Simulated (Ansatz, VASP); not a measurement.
One calculation of TePb, two programs

File POSCAR:

```
TePb
1.0
    0.0000000000      3.5846867617      3.5846867617
    3.5846867617      0.0000000000      3.5846867617
    3.5846867617      3.5846867617      0.0000000000
Pb Te
1 1
Direct
    0.0000000000      0.0000000000      0.0000000000
    0.2500000000      0.2500000000      0.2500000000
```

INCAR.step1

```
SYSTEM = TePb
ALGO = Normal
EDIFF = 1E-5
ENCUT = 550
GGA = PE
GGA_COMPAT = .False.
ISMEAR = 0
LASPH = .True.
LCHARG = .False.
LREAL = .False.
LWAVE = .True.
NBANDS = 17
NELM = 120
PREC = Accurate
SIGMA = 0.01
```

The input INCAR.step2:

```
SYSTEM = TePb
ALGO = Normal
EDIFF = 1E-6
ENCUT = 550
GGA_COMPAT = .False.
ISIF = 2
ISMEAR = 0
ISTART = 1
LASPH = .True.
LCHARG = .True.
LELF = .True.
LMIXTAU = .True.
LREAL = .False.
LVHAR = .True.
LWAVE = .False.
METAGGA = R2SCAN
NBANDS = 17
NELM = 120
PREC = Accurate
SIGMA = 0.01
```

The input KPOINTS:

```
k-points
0
Gamma
  6 6 6
  0 0 0
```

Input for Ansatz:

```yaml
crystal:
  lattice:
    - [0.0, 3.5846867617, 3.5846867617]
    - [3.5846867617, 0.0, 3.5846867617]
    - [3.5846867617, 3.5846867617, 0.0]
  atoms:
    - { symbol: Pb, position: [0.0, 0.0, 0.0] }
    - { symbol: Te, position: [0.25, 0.25, 0.25] }
kpoints:
  mp_grid: { grid: [6, 6, 6] }
  band_path:
    path:
      - [0.0, 0.0, 0.0]
      - [-0.5, -0.5, 0.0]
      - [-0.375, -0.375, 0.25]
      - [-0.375, 0.0, 0.375]
      - [0.0, 0.0, 0.5]
      - [-0.5, -0.25, 0.25]
    npoints: 1
hamiltonian:
  xc: r2scan
scf:
  occupations: { method: fixed }
  n_extra_bands: 4
output:
  forces: true
  stress: true
  eigenvalues: true
```

Change from the starting cell: hydrostatic strain -1.6%.

Alike in both runs: task single point; functional r2SCAN; k mesh 6 × 6 × 6; no spin polarisation.

|  | VASP | Ansatz |
| --- | --- | --- |
| version | VASP 6.6.1 | Ansatz 0.2.0 |
| potentials or method | VASP PAW PBE potentials, release 64 (Pb_d, Te) | plane waves, PAW |
| plane-wave cutoff (eV) | 550 | 500 |
| occupations | gaussian, width 0.01 eV | fixed |
| valence electrons in the cell | 20 | 30 |

|  | VASP | Ansatz | Ansatz less VASP |
| --- | --- | --- | --- |
| gap on the k mesh at the Fermi level (eV) | 0.81 | 0.81 | +0.003 |
| pressure (GPa) | 1.4 | 1.4 | 0.00 |

VASP's potentials were made for PBE, not for r2SCAN. VASP's potentials hold 20 valence electrons a cell and Ansatz's 30, so a difference there can come from the potentials and not from the codes.

Neither program's run includes spin-orbit coupling.
